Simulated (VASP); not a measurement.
Input of a VASP 6.6.1 run:

Contents of INCAR:

```
SYSTEM = Ta
PREC = Accurate
ENCUT = 520
EDIFF = 1E-7
ISMEAR = -1
SIGMA = 0.1
LREAL = .FALSE.
LASPH = .TRUE.
NELM = 60
ALGO = Normal
ISIF = 2
LWAVE = .FALSE.
LCHARG = .FALSE.
GGA = RE
NBANDS = 12
```

The input KPOINTS:

```
Automatic mesh
0
G
  14 14 14
  0 0 0
```

File POSCAR:

```
Ta
1.0
    0.0000000000      2.0916443473      2.0916443473
    2.0916443473      0.0000000000      2.0916443473
    2.0916443473      2.0916443473      0.0000000000
Ta
1
Direct
    0.0000000000      0.0000000000      0.0000000000
```

Potentials or basis: VASP PAW PBE potentials, release 64 (Ta_pv).

Command:

```console
$ cat potpaw_PBE.64/Ta_pv/POTCAR > POTCAR
$ mpirun -np 1 vasp_std > vasp.out
```

What does it give for the pressure?

8.3 GPa.

Caveat: the PAW data sets were made with another functional, which shifts forces and pressure a little.
